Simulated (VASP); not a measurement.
# InSe (C2/m) in VASP: single point with PBE+D3(BJ)

Aim: the single point of InSe with PBE+D3(BJ).

All numbers are computed with VASP 6.6.1; they aren't measurements. Logs are shortened: lines on timing, memory, paths and dates and some standing lists are left out, and cuts for length are marked.

### Step 1. The cell of the first run

Symmetry: C2/m, No. 12, monoclinic system. The conventional cell has a = 6.983 Å, b = 4.032 Å, c = 17.013 Å, α = 90.00°, β = 99.85°, γ = 90.00°. In (site symmetry m) has 3 Se at 2.66 Å and 1 In at 2.79 Å within 3.5 Å. In (site symmetry m) has 3 Se at 2.66 Å and 1 In at 2.79 Å within 3.5 Å. Se (site symmetry m) has 3 In at 2.66 Å within 3.5 Å. Within 3.5 Å of Se (site symmetry m) lie 3 In at 2.66 Å and 1 Se at 3.48 Å.

### Step 2. Single point, PBE+D3(BJ)

INCAR

```
PREC     = Accurate       # precision mode
ENCUT    = 520            # plane-wave cutoff, eV
EDIFF    = 1E-7           # SCF threshold, eV
ISMEAR   = 0              # smearing method
SIGMA    = 0.03           # smearing width, eV
LREAL    = False          # projectors in reciprocal space
LASPH    = True           # aspherical terms in the spheres
NELM     = 80             # most SCF steps
ALGO     = Normal         # electronic algorithm
ISIF     = 2              # what is computed and relaxed
LWAVE    = False          # write WAVECAR
LCHARG   = False          # write CHGCAR
GGA      = PE             # functional
IVDW     = 12             # dispersion correction
NBANDS   = 48             # bands
```

KPOINTS

```
regular mesh
0
Gamma
  9 9 2
```

POSCAR

```
InSe
1.0
   -4.0317714892      0.0000000000      0.0000000000
   -2.0158857446     -3.4916165319      0.0000000000
   -2.5200587693     -1.4549566088     16.7623717322
In Se
4 4
Direct
    0.2638868634      0.2638868634      0.1666581952
    0.3888701967      0.3888701967      0.6666581952
    0.1944298033      0.1944298033      0.3333418048
    0.3194131366      0.3194131366      0.8333418048
    0.0875340314      0.0875340314      0.5898711349
    0.6292173648      0.6292173648      0.0898711349
   -0.0459173648     -0.0459173648      0.9101288651
    0.4957659686      0.4957659686      0.4101288651
```

Potentials or basis: VASP PAW PBE potentials, release 64 (In_d, Se).

Run with:

```
> cat potpaw_PBE.64/In_d/POTCAR potpaw_PBE.64/Se/POTCAR > POTCAR
> mpirun -np 1 vasp_std > vasp.out
```

OUTCAR:

```text
PREC = Accurate
   ENCUT = 520
   EDIFF = 1E-7
   ISMEAR = 0
   LREAL = False
   LASPH = True
   NELM = 80
   ISIF = 2
   GGA = PE
   IVDW = 12
 IVDW          = 12

 ion  position               nearest neighbor table
   1  0.264  0.264  0.167-   6 2.66   6 2.66   6 2.66   3 2.79
   2  0.389  0.389  0.667-   5 2.66   5 2.66   5 2.66   4 2.79
   3  0.194  0.194  0.333-   8 2.66   8 2.66   8 2.66   1 2.79
   4  0.319  0.319  0.833-   7 2.66   7 2.66   7 2.66   2 2.79
   5  0.088  0.088  0.590-   2 2.66   2 2.66   2 2.66
   6  0.629  0.629  0.090-   1 2.66   1 2.66   1 2.66
   7  0.954  0.954  0.910-   4 2.66   4 2.66   4 2.66
   8  0.496  0.496  0.410-   3 2.66   3 2.66   3 2.66

  LATTYP: Found a base centered monoclinic cell.
 ALAT       =     6.9832330638
 B/A-ratio  =     0.5773502692
 C/A-ratio  =     2.4362747539
 COS(beta)  =    -0.1710398219

  Lattice vectors:

 A1 = (   4.0317714892,   0.0000000000,   0.0000000000)
 A2 = (   2.0158857446,   3.4916165319,   0.0000000000)
 A3 = (  -2.5200587693,  -1.4549566088,  16.7623717322)

Analysis of symmetry for initial positions (statically):
=====================================================================
 Subroutine PRICEL returns:
 Original cell was already a primitive cell.

 Routine SETGRP: Setting up the symmetry group for a
 base centered monoclinic supercell.

 Subroutine GETGRP returns: Found  4 space group operations
 (whereof  2 operations were pure point group operations)
 out of a pool of  4 trial point group operations.

The static configuration has the point symmetry C_1h.
 The point group associated with its full space group is C_2h.

Analysis of symmetry for dynamics (positions and initial velocities):
=====================================================================
 Subroutine PRICEL returns:
 Original cell was already a primitive cell.

 Routine SETGRP: Setting up the symmetry group for a
 base centered monoclinic supercell.

 Subroutine GETGRP returns: Found  4 space group operations
 (whereof  2 operations were pure point group operations)
 out of a pool of  4 trial point group operations.

The dynamic configuration has the point symmetry C_1h.
 The point group associated with its full space group is C_2h.

 Subroutine INISYM returns: Found  4 space group operations
 (whereof  2 operations are pure point group operations),
 and found     1 'primitive' translations

[... 111 lines left out ...]
   NFREE  =      0    steps in history (QN), initial steepest desc. (CG)
   ISIF   =      2    stress and relaxation
   ISYM   =      2    0-nonsym 1-usesym 2-fastsym
   POTIM  = 0.5000    time-step for ionic-motion
   TEBEG  =    0.0;   TEEND  =   0.0 temperature during run
   PSTRESS=    0.0 pullay stress
   NELECT =      76.0000    total number of electrons
   NUPDOWN=      -1.0000    fix difference up-down
   EMIN   =  10.00;   EMAX   =-10.00  energy-range for DOS
   EFERMI =   0.00;   METHOD = LEGACY
   ISMEAR =     0;   SIGMA  =   0.03  broadening in eV -4-tet -1-fermi 0-gaus
   EFERMI_NEDOS =   21; number of points for ismear=-14 and -15
   IALGO  =     38    algorithm
   IMIX   =      4    mixing-type and parameters
     AMIX     =   0.40;   BMIX     =  1.00
     AMIX_MAG =   1.60;   BMIX_MAG =  1.00
  volume/ion in A,a.u.               =      29.50       199.05
  Fermi-wavevector in a.u.,A,eV,Ry     =   1.122174  2.120601 17.133458  1.259274
  Thomas-Fermi vector in A             =   2.258832
   LORBIT       =      0    0 simple, 1 ext, 2 COOP (PROOUT), +10 PAW based schemes
   GGA     = PE    functional components
   LHFCALC =     F    Hartree Fock is set to
   AEXX    =    0.0000 exact exchange contribution
   IVDW    =    12    specifies the selected vdW correction
   LEPSILON=     F    determine dielectric tensor
   LRPA    =     F    only Hartree local field effects (RPA)
 non-spin polarized calculation
 Gauss-broadening in eV      SIGMA  =   0.03
  energy-cutoff  :      520.00
  volume of cell :      235.97
 maximum number of plane-waves:      6401
 NGX is ok and might be reduce to    30
   NGX = 15   NGY = 15   NGZ = 63

 number of electron      76.0000003 magnetization

 Free energy of the ion-electron system (eV)
  ---------------------------------------------------
  ext. energy  EPLUGINS =         0.00000000
  ---------------------------------------------------
  free energy    TOTEN  =       -28.30155215 eV

  energy without entropy =      -28.30155215  energy(sigma->0) =      -28.30155215

 E-fermi :   4.2419     XC(G=0):  -8.8746

 val. band max:        4.0746729323   @ k =   0.0000   0.0000   0.0000
 cond. band min:       4.3788179182   @ k =   0.0000   0.0000   0.0000
 fundamental gap:      0.3041449858
 Fermi energy:         4.2418546562

 k-point     1 :       0.0000    0.0000    0.0000
  band No.  band energies     occupation
      1     -10.7677      2.00000
      2     -10.7677      2.00000
      3     -10.5835      2.00000
      4     -10.5835      2.00000
      5     -10.5818      2.00000
      6     -10.5816      2.00000
[... 1213 lines left out ...]
     47       8.3132      0.00000
     48       8.7033      0.00000

 [... further k-points ...]

------------------------ aborting loop because EDIFF is reached ----------------------------------------

 Edisp (eV)   -2.37596

 E8    (eV) :    -1.0891

  FORCE on cell =-STRESS in cart. coord.  units (eV):
  Direction    XX          YY          ZZ          XY          YZ          ZX
  --------------------------------------------------------------------------------------
  -------------------------------------------------------------------------------------
  Total       0.16938     0.06790     0.14673     0.08788     0.16447     0.28488
  in kB       1.15003     0.46105     0.99625     0.59667     1.11673     1.93424
  external pressure =        0.87 kB  Pullay stress =        0.00 kB

 VOLUME and BASIS-vectors are now :
 -----------------------------------------------------------------------------
  energy-cutoff  :      520.00
  volume of cell :      235.97
      direct lattice vectors                 reciprocal lattice vectors
    -4.031771489  0.000000000  0.000000000    -0.248029930  0.143200147 -0.024859251
    -2.015885745 -3.491616532  0.000000000     0.000000000 -0.286400294 -0.024859251
    -2.520058769 -1.454956609 16.762371732     0.000000000  0.000000000  0.059657429

 POSITION                                       TOTAL-FORCE (eV/Angst)
 -----------------------------------------------------------------------------------
     -2.01589     -1.16387      2.79359        -0.015478     -0.008936      0.024519
     -4.03177     -2.32774     11.17477        -0.005968     -0.003446      0.014390
     -2.01589     -1.16387      5.58760         0.005968      0.003446     -0.014390
     -4.03177     -2.32774     13.96879         0.015478      0.008936     -0.024519
     -2.01589     -1.16387      9.88764        -0.002563     -0.001480     -0.012479
     -4.03177     -2.32774      1.50645         0.089851      0.051875      0.002193
     -8.06354     -4.65549     15.25592        -0.089851     -0.051875     -0.002193
     -4.03177     -2.32774      6.87473         0.002563      0.001480      0.012479
 -----------------------------------------------------------------------------------
    total drift:                                0.000000      0.000000      0.000000

  FREE ENERGIE OF THE ION-ELECTRON SYSTEM (eV)
  ---------------------------------------------------
  free  energy   TOTEN  =       -30.6775149951 eV

  energy  without entropy=      -30.6775149951  energy(sigma->0) =      -30.67751500
```

Wall time 7.6 min (1 thread of Intel Xeon Platinum 8488C (Sapphire Rapids), shared host); peak memory 0.63 GiB.

Results:

| Quantity | Value |
| --- | --- |
| Free energy | -30.6775 eV |
| Pressure | 0.1 GPa |
| Largest force | 0.104 eV/Å |
| Band gap on the k mesh | 0.30 eV |
| Dispersion energy per atom | -0.297 eV |

Forces on the atoms (eV/Å):
```
In  -0.015 -0.009  0.025
In  -0.006 -0.003  0.014
In   0.006  0.003 -0.014
In   0.015  0.009 -0.025
Se  -0.003 -0.001 -0.012
Se   0.090  0.052  0.002
Se  -0.090 -0.052 -0.002
Se   0.003  0.001  0.012
```

Caveat: spin-orbit coupling is left out, which moves the levels of the heavy elements.
